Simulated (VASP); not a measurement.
Crystal: CoC.

```
Co C
1.0
     2.41323    0.00000    0.00000
     0.00000    2.41323    0.00000
     0.00000    0.00000    3.16306
Co C
1 1
Direct
  0.50000 0.50000 0.50000
  0.00000 0.00000 0.00000
```

```yaml
Program: VASP 6.6.1
Task: relaxation of cell and atoms
Functional: PBE
Potentials_or_basis: VASP PAW PBE potentials, release 64 (Co, C)
Cutoff: 600 eV
k_mesh: 8 × 8 × 6
Occupations: gaussian, width 0.1 eV
Spin: no spin polarisation
```

At the start: pressure -31.6 GPa; volume 9.21 Å³/atom.

Problem. Where does the relaxation end?

Solution. Over 5 steps the energy falls by 447.1 meV/atom and the volume is 7.68 Å³/atom (-16.7 %); space group P4/mmm (No. 123, to 0.05 Å).

The path:
```tsv
step	energy change (eV)	largest force (eV/Å)	pressure (GPa)	volume (Å³)
1	0.0000	0.0000	-31.65	18.42
2	-0.6828	0.0000	39.85	13.85
3	-0.7610	0.0000	14.61	14.73
4	-0.8930	0.0000	1.26	15.29
5	-0.8943	0.0000	-0.10	15.35
```

Final structure:
```
Co C
1.0
     2.46870    0.00000    0.00000
     0.00000    2.46870    0.00000
     0.00000    0.00000    2.51912
Co C
1 1
Cartesian
  1.2343 1.2343 1.2596
  0.0000 0.0000 0.0000
```

Caveat: the volume moved by over 15 % at a fixed basis, so the end points are rough.
